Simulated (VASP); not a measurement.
# Al3GaIr: relaxation of cell and atoms with PBE

The system is Al3GaIr.

```
Al Ga Ir
1.0
     4.00956    0.00000    0.00000
     0.00000    4.00956    0.00000
     0.00000    0.00000    4.00956
Al Ga Ir
3 1 1
Direct
  0.00000 0.50000 0.00000
  0.00000 0.00000 0.50000
  0.50000 0.00000 0.00000
  0.00000 0.00000 0.00000
  0.50000 0.50000 0.50000
```

The cell was generated, and may not be a known phase.

* Program: VASP 6.6.1
* Task: relaxation of cell and atoms
* Functional: PBE
* Potentials or basis: VASP PAW PBE potentials, release 64 (Al, Ga_d, Ir)
* Cutoff: 600 eV
* k mesh: 4 × 4 × 4
* Occupations: gaussian, width 0.1 eV
* Spin: no spin polarisation
* Dipole correction: no
* Further INCAR settings: ALGO = Normal; EDIFF = 1e-06; IBRION = 2; EDIFFG = -0.04; NSW = 90; ISIF = 3

```yaml
Relaxed_volume: 19.54 Å³/atom
Relaxed_cell: a = 4.606 Å, b = 4.606 Å, c = 4.606 Å, α = 90.00°, β = 90.00°, γ = 90.00°
Space_group_after_relaxing_to_0.1_Å: Pm-3m (No. 221)
Energy_gained_by_relaxing: 944.6 meV/atom
Ionic_steps: 4
Pressure_after_relaxing: -0.2 GPa
Band_gap_on_the_k_mesh: zero (an odd number of electrons rules out a gap without spin polarisation)
```

The path:
```csv
step,energy change (eV),largest force (eV/Å),pressure (GPa),volume (Å³)
1,0.0000,0.0000,67.70,64.46
2,-3.4431,0.0000,-9.78,129.81
3,-4.7222,0.0000,0.43,96.74
4,-4.7232,0.0000,-0.17,97.69
```

Final structure:
```
Al Ga Ir
1.0
     4.60559    0.00000    0.00000
     0.00000    4.60559    0.00000
     0.00000    0.00000    4.60559
Al Ga Ir
3 1 1
Direct
  0.00000 0.50000 0.00000
  0.00000 0.00000 0.50000
  0.50000 0.00000 0.00000
  0.00000 0.00000 0.00000
  0.50000 0.50000 0.50000
```

Levels at points of the mesh, in eV from the Fermi level:
| k point | band 13 | band 14 | band 15 | band 16 | band 17 | band 18 |
| --- | --- | --- | --- | --- | --- | --- |
| (0.00, 0.00, 0.00) | -1.04 | -1.04 | -1.04 | 0.62 | 0.62 | 3.68 |
| (0.50, 0.00, 0.00) | -0.96 | -0.78 | -0.42 | -0.42 | -0.13 | 0.57 |
| (0.50, 0.50, 0.00) | -1.68 | -0.81 | -0.64 | 1.17 | 1.69 | 1.69 |
| (0.50, 0.50, 0.50) | -1.48 | -0.60 | -0.60 | -0.26 | -0.26 | -0.26 |

It took 37 s on 1 thread of Intel(R) Xeon(R) Platinum 8488C (Sapphire Rapids), with other jobs on the host, peak memory 0.19 GiB.

Caveat: the k points lie up to 0.34 Å⁻¹ apart in the final cell, too coarse for converged energies and pressures of a metal; the volume moved by over 15 % at a fixed basis, so the end points are rough; spin-orbit coupling is left out, which moves the levels of the heavy elements.
